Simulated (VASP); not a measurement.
# W (I4/mmm) in VASP: further runs

The runs below take W through single point, with PBEsol.

All numbers are computed with VASP 6.6.1; they aren't measurements. Logs are shortened: lines on timing, memory, paths and dates and some standing lists are left out, and cuts for length are marked.

### 1 The cell of the first run

The structure is tetragonal, space group I4/mmm (No. 139). Conventional cell: a = 2.558 Å, b = 2.558 Å, c = 5.115 Å, α = 90.00°, β = 90.00°, γ = 90.00°. Within 3.4 Å of W (site symmetry 4/mmm) lie 12 W at 2.56 to 3.13 Å.

### 2 Single point, PBEsol

The input, INCAR:

```
PREC = Accurate
ENCUT = 520
EDIFF = 1E-7
ISMEAR = 0
SIGMA = 0.15
LREAL = False
LASPH = True
NELM = 60
ALGO = Fast
ISIF = 2
LWAVE = False
LCHARG = False
GGA = PS
NBANDS = 13
```

The input, KPOINTS:

```
regular mesh
0
Gamma
  22 22 22
```

The input, POSCAR:

```
W
1.0
    0.0000000000      1.8086154429      2.5573822363
    1.8086154429      0.0000000000      2.5573822363
    1.8086154429      1.8086154429      0.0000000000
W
1
Direct
    0.0000000000      0.0000000000      0.0000000000
```

Potentials or basis: VASP PAW PBE potentials, release 64 (W_sv).

Launch:

```console
> cat potpaw_PBE.64/W_sv/POTCAR > POTCAR
> mpirun -np 1 vasp_std > vasp.out
```

OUTCAR:

```text
PREC = Accurate
   ENCUT = 520
   EDIFF = 1E-7
   ISMEAR = 0
   LREAL = False
   LASPH = True
   NELM = 60
   ISIF = 2
   GGA = PS

 ion  position               nearest neighbor table
   1  0.000  0.000  0.000-

  LATTYP: Found a body centered tetragonal cell.
 ALAT       =     2.5577684885
 C/A-ratio  =     1.9996979772

  Lattice vectors:

 A1 = (  -1.8086154429,   0.0000000000,   2.5573822363)
 A2 = (   1.8086154429,   0.0000000000,   2.5573822363)
 A3 = (   0.0000000000,   1.8086154429,  -2.5573822363)

Analysis of symmetry for initial positions (statically):
=====================================================================
 Subroutine PRICEL returns:
 Original cell was already a primitive cell.

 Routine SETGRP: Setting up the symmetry group for a
 body centered tetragonal supercell.

 Subroutine GETGRP returns: Found 16 space group operations
 (whereof 16 operations were pure point group operations)
 out of a pool of 16 trial point group operations.

The static configuration has the point symmetry D_4h.

Analysis of symmetry for dynamics (positions and initial velocities):
=====================================================================
 Subroutine PRICEL returns:
 Original cell was already a primitive cell.

 Routine SETGRP: Setting up the symmetry group for a
 body centered tetragonal supercell.

 Subroutine GETGRP returns: Found 16 space group operations
 (whereof 16 operations were pure point group operations)
 out of a pool of 16 trial point group operations.

The dynamic configuration has the point symmetry D_4h.

 Subroutine INISYM returns: Found 16 space group operations
 (whereof 16 operations are pure point group operations),
 and found     1 'primitive' translations

----------------------------------------------------------------------------------------

                                     Primitive cell

  volume of cell :      16.7309

  direct lattice vectors                    reciprocal lattice vectors
     0.000000000  1.808615443  2.557382236    -0.276454567  0.276454567  0.195512424
     1.808615443  0.000000000  2.557382236     0.276454567 -0.276454567  0.195512424
     1.808615443  1.808615443  0.000000000     0.276454567  0.276454567 -0.195512424

  length of vectors
     3.132298473  3.132298473  2.557768488     0.437126256  0.437126256  0.437126256

  position of ions in fractional coordinates (direct lattice)
     0.000000000  0.000000000  0.000000000

  ion indices of the primitive-cell ions
   primitive index   ion index
                 1           1

----------------------------------------------------------------------------------------

 KPOINTS: regular mesh

Automatic generation of k-mesh.
 Grid dimensions read from file:
 generate k-points for:   22   22   22

 Generating k-lattice:

  Cartesian coordinates                     Fractional coordinates (reciprocal lattice)
    -0.012566117  0.012566117  0.008886928     0.045454545  0.000000000  0.000000000
     0.012566117 -0.012566117  0.008886928     0.000000000  0.045454545  0.000000000
     0.012566117  0.012566117 -0.008886928     0.000000000  0.000000000  0.045454545

  Length of vectors
     0.019869375  0.019869375  0.019869375

  Shift w.r.t. Gamma in fractional coordinates (k-lattice)
     0.000000000  0.000000000  0.000000000

 Subroutine IBZKPT returns following result:
 ===========================================

 Found    834 irreducible k-points:

 Following reciprocal coordinates:
            Coordinates               Weight
  0.000000  0.000000  0.000000      1.000000
  0.045455  0.000000  0.000000      8.000000
  0.090909  0.000000  0.000000      8.000000
  0.136364 -0.000000  0.000000      8.000000
  0.181818  0.000000  0.000000      8.000000
  0.227273  0.000000  0.000000      8.000000
[... 16 lines left out ...]
  0.500000  0.045455  0.000000      8.000000
 -0.454545  0.045455  0.000000      8.000000
 [... further k-points ...]
   k-points           NKPTS =    834   k-points in BZ     NKDIM =    834   number of bands    NBANDS=     13
   number of dos      NEDOS =    301   number of ions     NIONS =      1
   total plane-waves  NPLWV =  11520
   dimension x,y,z NGX =    24 NGY =   24 NGZ =   20
   dimension x,y,z NGXF=    48 NGYF=   48 NGZF=   40
   ions per type =               1
   NGX,Y,Z   is equivalent  to a cutoff of  12.74, 12.74, 13.00 a.u.
   NGXF,Y,Z  is equivalent  to a cutoff of  25.48, 25.48, 26.00 a.u.
 SYSTEM =  unknown system
   PREC   = accura    normal or accurate (medium, high low for compatibility)
   ISTART =      0    job   : 0-new  1-cont  2-samecut
   ICHARG =      2    charge: 1-file 2-atom 10-const
   ISPIN  =      1    spin polarized calculation?
   LNONCOLLINEAR =      F non collinear calculations
   LSORBIT =      F    spin-orbit coupling
   LASPH  =      T    aspherical Exc in radial PAW
   ENCUT  =  520.0 eV  38.22 Ry    6.18 a.u.   5.82  5.82  4.76*2*pi/ulx,y,z
   NELM   =     60;   NELMIN=  2; NELMDL= -5     # of ELM steps
   EDIFF  = 0.1E-06   stopping-criterion for ELM
   LREAL  =      F    real-space projection
   EDIFFG = 0.1E-05   stopping-criterion for IOM
   NSW    =      0    number of steps for IOM
   IBRION =     -1    ionic relax: 0-MD 1-quasi-New 2-CG
   NFREE  =      0    steps in history (QN), initial steepest desc. (CG)
   ISIF   =      2    stress and relaxation
   ISYM   =      2    0-nonsym 1-usesym 2-fastsym
   POTIM  = 0.5000    time-step for ionic-motion
   TEBEG  =    0.0;   TEEND  =   0.0 temperature during run
   PSTRESS=    0.0 pullay stress
   NELECT =      14.0000    total number of electrons
   NUPDOWN=      -1.0000    fix difference up-down
   EMIN   =  10.00;   EMAX   =-10.00  energy-range for DOS
   EFERMI =   0.00;   METHOD = LEGACY
   ISMEAR =     0;   SIGMA  =   0.15  broadening in eV -4-tet -1-fermi 0-gaus
   EFERMI_NEDOS =   21; number of points for ismear=-14 and -15
   IALGO  =     68    algorithm
   IMIX   =      4    mixing-type and parameters
     AMIX     =   0.40;   BMIX     =  1.00
     AMIX_MAG =   1.60;   BMIX_MAG =  1.00
  volume/ion in A,a.u.               =      16.73       112.91
  Fermi-wavevector in a.u.,A,eV,Ry     =   1.542688  2.915258 32.380324  2.379887
  Thomas-Fermi vector in A             =   2.648457
   LORBIT       =      0    0 simple, 1 ext, 2 COOP (PROOUT), +10 PAW based schemes
   GGA     = PS    functional components
   LHFCALC =     F    Hartree Fock is set to
   AEXX    =    0.0000 exact exchange contribution
   IVDW    =     0    specifies the selected vdW correction
   LEPSILON=     F    determine dielectric tensor
   LRPA    =     F    only Hartree local field effects (RPA)
 non-spin polarized calculation
 RMM-DIIS sequential band-by-band and
 Gauss-broadening in eV      SIGMA  =   0.15
  energy-cutoff  :      520.00
  volume of cell :       16.73
 maximum number of plane-waves:       482
   NGX = 11   NGY = 11   NGZ =  9

 number of electron      13.9999999 magnetization

 Free energy of the ion-electron system (eV)
  ---------------------------------------------------
  ext. energy  EPLUGINS =         0.00000000
  ---------------------------------------------------
  free energy    TOTEN  =       -13.13069667 eV

  energy without entropy =      -13.12414820  energy(sigma->0) =      -13.12742244

 E-fermi :  10.5713     XC(G=0): -13.4015

 val. band max:       10.5684610067   @ k =  -0.0909   0.3182   0.2727
 cond. band min:      10.5849063483   @ k =  -0.1364   0.3182   0.2727
 fundamental gap:      0.0164453416
 Fermi energy:        10.5712820947

 k-point     1 :       0.0000    0.0000    0.0000
  band No.  band energies     occupation
      1     -63.6823      2.00000
      2     -27.6453      2.00000
      3     -27.0096      2.00000
      4     -27.0096      2.00000
      5       1.2378      2.00000
      6       6.7372      2.00000
      7       8.3787      2.00000
      8      11.9208      0.00000
      9      11.9208      0.00000
     10      15.7143      0.00000
     11      22.8383      0.00000
     12      24.5248      0.00000
     13      31.6175      0.00000

 k-point     2 :       0.0455    0.0000    0.0000
  band No.  band energies     occupation
      1     -63.6792      2.00000
      2     -27.6477      2.00000
      3     -27.0466      2.00000
      4     -27.0075      2.00000
      5       1.3327      2.00000
      6       6.7997      2.00000
      7       8.4154      2.00000
      8      11.7635      0.00000
      9      11.9571      0.00000
     10      15.6024      0.00000
     11      23.0059      0.00000
     12      24.7172      0.00000
     13      30.9575      0.00000

 k-point     3 :       0.0909    0.0000    0.0000
  band No.  band energies     occupation
      1     -63.6701      2.00000
      2     -27.6549      2.00000
      3     -27.1533      2.00000
      4     -27.0013      2.00000
      5       1.6091      2.00000
      6       6.9732      2.00000
      7       8.5275      2.00000
      8      11.3597      0.00000
      9      12.0631      0.00000
     10      15.2914      0.00000
     11      23.3987      0.00000
     12      25.3248      0.00000
     13      29.7004      0.00000
[... 305 lines left out ...]
 k-point    23 :       0.5000    0.0455    0.0000
  band No.  band energies     occupation
      1     -63.5290      2.00000
      2     -28.6703      2.00000
      3     -27.7343      2.00000
      4     -26.9080      2.00000
      5       4.7720      2.00000
      6       7.2853      2.00000
      7      10.9392      0.00052
      8      11.5973      0.00000
      9      14.3494      0.00000
     10      14.5064      0.00000
     11      20.8557      0.00000
     12      21.9336      0.00000
     13      29.5971      0.00000

 k-point    24 :      -0.4545    0.0455    0.0000
  band No.  band energies     occupation
      1     -63.5266      2.00000
      2     -28.6970      2.00000
      3     -27.7265      2.00000
      4     -26.9040      2.00000
      5       4.7875      2.00000
      6       7.3155      2.00000
      7      10.7424      0.10665
      8      11.5505      0.00000
      9      14.4620      0.00000
     10      14.5943      0.00000
     11      21.1613      0.00000
     12      21.8693      0.00000
     13      29.2983      0.00000

 [... further k-points ...]

------------------------ aborting loop because EDIFF is reached ----------------------------------------

  FORCE on cell =-STRESS in cart. coord.  units (eV):
  Direction    XX          YY          ZZ          XY          YZ          ZX
  --------------------------------------------------------------------------------------
  -------------------------------------------------------------------------------------
  Total        1.4350952      1.4350952     -3.8400979      0.0000000     -0.0000000     -0.0000000
  in kB      137.4273535    137.4273535   -367.7348316      0.0000000     -0.0000000     -0.0000000
  external PRESSURE =     -30.9600415 kB  Pullay stress =       0.0000000 kB

 VOLUME and BASIS-vectors are now :
 -----------------------------------------------------------------------------
  energy-cutoff  :      520.00
  volume of cell :       16.73
      direct lattice vectors                 reciprocal lattice vectors
     0.000000000  1.808615443  2.557382236    -0.276454567  0.276454567  0.195512424
     1.808615443  0.000000000  2.557382236     0.276454567 -0.276454567  0.195512424
     1.808615443  1.808615443  0.000000000     0.276454567  0.276454567 -0.195512424

 POSITION                                       TOTAL-FORCE (eV/Angst)
 -----------------------------------------------------------------------------------
      0.00000      0.00000      0.00000         0.000000     -0.000000      0.000000
 -----------------------------------------------------------------------------------
    total drift:                               -0.000000     -0.000000      0.000000

  FREE ENERGIE OF THE ION-ELECTRON SYSTEM (eV)
  ---------------------------------------------------
  free  energy   TOTEN  =       -13.1306966734 eV

  energy  without entropy=      -13.1241482042  energy(sigma->0) =      -13.12742244
```

Run time: 89 s. Hardware: 1 thread of AMD EPYC 9R45 (Zen 5), shared host; peak memory 0.25 GiB.

Results:

```yaml
Free_energy: -13.1307 eV
Pressure: -3.1 GPa
Band_gap_on_the_k_mesh: zero (band 7 reaches 12.49 eV, above the bottom of band 8 at 9.74 eV)
```

Stress tensor (GPa, compression positive):
```
 13.74   0.00   0.00
  0.00  13.74   0.00
  0.00   0.00 -36.77
```

Levels at points of the mesh, in eV from the Fermi level:
| k point | band 5 | band 6 | band 7 | band 8 | band 9 | band 10 |
| --- | --- | --- | --- | --- | --- | --- |
| (0.00, 0.00, 0.00) | -9.33 | -3.83 | -2.19 | 1.35 | 1.35 | 5.14 |
| (0.50, 0.00, 0.00) | -5.85 | -3.24 | 0.46 | 0.96 | 3.74 | 3.92 |
| (0.50, 0.50, 0.00) | -6.41 | -4.91 | -1.11 | 4.59 | 4.59 | 5.60 |
| (0.50, 0.00, 0.50) | -6.10 | -4.35 | 1.46 | 2.60 | 5.01 | 8.39 |

Caveat: the PAW data sets were made with another functional, which shifts forces and pressure a little; spin-orbit coupling is left out, which moves the levels of the heavy elements.

### 3 Single point, PBEsol

This run uses another cell than the first one, of the same volume but with other edges.

The input, INCAR:

```
SYSTEM = W
  PREC = Accurate
  ENCUT = 520
  EDIFF = 1E-7
  ISMEAR = 0
  SIGMA = 0.15
  LREAL = .FALSE.
  LASPH = .TRUE.
  NELM = 60
  ALGO = Fast
  ISIF = 2
  LWAVE = .FALSE.
  LCHARG = .FALSE.
  GGA = PS
  NBANDS = 13
```

The input, KPOINTS:

```
regular mesh
0
G
  22 22 22
  0 0 0
```

The input, POSCAR:

```
W
1.0
    0.0000000000      2.1430043997      1.8215537398
    2.1430043997      0.0000000000      1.8215537398
    2.1430043997      2.1430043997      0.0000000000
W
1
Direct
    0.0000000000      0.0000000000      0.0000000000
```

Potentials or basis: VASP PAW PBE potentials, release 64 (W_sv).

Launch:

```console
> cat potpaw_PBE.64/W_sv/POTCAR > POTCAR
> mpirun -np 1 vasp_std > vasp.out
```

OUTCAR:

```text
SYSTEM = W
   PREC = Accurate
   ENCUT = 520
   EDIFF = 1E-7
   ISMEAR = 0
   LREAL = .FALSE.
   LASPH = .TRUE.
   NELM = 60
   ISIF = 2
   GGA = PS

 ion  position               nearest neighbor table
   1  0.000  0.000  0.000-

  LATTYP: Found a body centered tetragonal cell.
 ALAT       =     3.0306658863
 C/A-ratio  =     1.2020815281

  Lattice vectors:

[... 556 lines left out ...]
      2     -28.3842      2.00000
      3     -27.5832      2.00000
      4     -27.3671      2.00000
      5       4.6295      2.00000
      6       8.2650      2.00000
      7       9.9910      1.99996
      8      10.9906      0.00000
      9      14.2870      0.00000
     10      15.4211      0.00000
     11      20.3735      0.00000
     12      22.5942      0.00000
     13      27.9852      0.00000

 [... further k-points ...]
[... 5 lines left out ...]
  --------------------------------------------------------------------------------------
  -------------------------------------------------------------------------------------
  Total       -0.4923905     -0.4923905     -3.4597857      0.0000000     -0.0000000      0.0000000
  in kB      -47.1522150    -47.1522150   -331.3154408      0.0000000     -0.0000000      0.0000000
  external PRESSURE =    -141.8732903 kB  Pullay stress =       0.0000000 kB

 VOLUME and BASIS-vectors are now :
 -----------------------------------------------------------------------------
  energy-cutoff  :      520.00
  volume of cell :       16.73
      direct lattice vectors                 reciprocal lattice vectors
     0.000000000  2.143004400  1.821553740    -0.233317300  0.233317300  0.274490941
     2.143004400  0.000000000  1.821553740     0.233317300 -0.233317300  0.274490941
     2.143004400  2.143004400  0.000000000     0.233317300  0.233317300 -0.274490941

 POSITION                                       TOTAL-FORCE (eV/Angst)
 -----------------------------------------------------------------------------------
      0.00000      0.00000      0.00000         0.000000     -0.000000      0.000000
 -----------------------------------------------------------------------------------
    total drift:                               -0.000000      0.000000     -0.000000

  FREE ENERGIE OF THE ION-ELECTRON SYSTEM (eV)
  ---------------------------------------------------
  free  energy   TOTEN  =       -13.5016964300 eV

  energy  without entropy=      -13.4941976070  energy(sigma->0) =      -13.49794702
```

OSZICAR:

```text
N       E                     dE             d eps       ncg     rms          rms(c)
DAV:   1     0.840288323910E+02    0.84029E+02   -0.74490E+03 21819   0.121E+03
DAV:   2    -0.125648520471E+02   -0.96594E+02   -0.92907E+02 24249   0.316E+02
DAV:   3    -0.142325710712E+02   -0.16677E+01   -0.16618E+01 24039   0.400E+01
DAV:   4    -0.142398126415E+02   -0.72416E-02   -0.72414E-02 24144   0.291E+00
DAV:   5    -0.142398774942E+02   -0.64853E-04   -0.64853E-04 24374   0.260E-01    0.193E+01
RMM:   6    -0.136519014068E+02    0.58798E+00   -0.47857E-01 23636   0.629E+00    0.765E+00
RMM:   7    -0.135059139347E+02    0.14599E+00   -0.32328E-01 23829   0.512E+00    0.961E-01
RMM:   8    -0.135020044948E+02    0.39094E-02   -0.12513E-02 27022   0.121E+00    0.244E-01
RMM:   9    -0.135017045296E+02    0.29997E-03   -0.18594E-03 26436   0.505E-01    0.280E-02
RMM:  10    -0.135017015184E+02    0.30112E-05   -0.27743E-04 27711   0.201E-01    0.105E-02
RMM:  11    -0.135016955659E+02    0.59525E-05   -0.39204E-05 28004   0.760E-02    0.262E-03
RMM:  12    -0.135016964497E+02   -0.88381E-06   -0.88145E-06 28469   0.360E-02    0.135E-03
RMM:  13    -0.135016963519E+02    0.97783E-07   -0.11222E-06 25191   0.133E-02    0.149E-03
RMM:  14    -0.135016964300E+02   -0.78051E-07   -0.37541E-07 20553   0.690E-03
   1 F= -.13501696E+02 E0= -.13497947E+02  d E =-.749882E-02
```

stdout:

```text
POSCAR found type information on POSCAR W
 POSCAR found :  1 types and       1 ions
 scaLAPACK will be used
 -----------------------------------------------------------------------------
|                                                                             |
|                                                                             |
|     You enforced a specific xc type in the INCAR file but a different       |
|     I HOPE YOU KNOW WHAT YOU ARE DOING!                                     |
|                                                                             |
 -----------------------------------------------------------------------------

 LDA part: xc-table for (Slater+PW92), standard interpolation
 POSCAR, INCAR and KPOINTS ok, starting setup
 FFT: planning ... GRIDC
 FFT: planning ... GRID_SOFT
 FFT: planning ... GRID
 WAVECAR not read
 entering main loop
WARNING in EDDRMM: call to ZHEGV failed, returncode =   8  4     13
WARNING in EDDRMM: call to ZHEGV failed, returncode =   8  4     13
WARNING in EDDRMM: call to ZHEGV failed, returncode =   8  4     12
WARNING in EDDRMM: call to ZHEGV failed, returncode =   6  3     12
```

Wall time 94 s (1 thread of AMD EPYC 9R45 (Zen 5), shared host); peak memory 0.25 GiB.

Results:

- Free energy: -13.5017 eV
- Pressure: -14.2 GPa
- Band gap on the k mesh: zero (band 7 reaches 14.93 eV, above the bottom of band 8 at 9.57 eV)

Stress tensor (GPa, compression positive):
```
 -4.72   0.00   0.00
  0.00  -4.72   0.00
  0.00   0.00 -33.13
```

Levels at points of the mesh, in eV from the Fermi level:
| k point | band 5 | band 6 | band 7 | band 8 | band 9 | band 10 |
| --- | --- | --- | --- | --- | --- | --- |
| (0.00, 0.00, 0.00) | -9.27 | -1.36 | -1.36 | 0.55 | 0.56 | 2.96 |
| (0.50, 0.00, 0.00) | -5.88 | -2.26 | 0.23 | 0.30 | 3.66 | 5.25 |
| (0.50, 0.50, 0.00) | -5.59 | -5.06 | 4.50 | 4.88 | 5.17 | 5.17 |
| (0.50, 0.00, 0.50) | -5.80 | -4.39 | 1.59 | 3.84 | 4.08 | 5.91 |

Caveat: the PAW data sets were made with another functional, which shifts forces and pressure a little; spin-orbit coupling is left out, which moves the levels of the heavy elements.

[end of part 1 of 2]
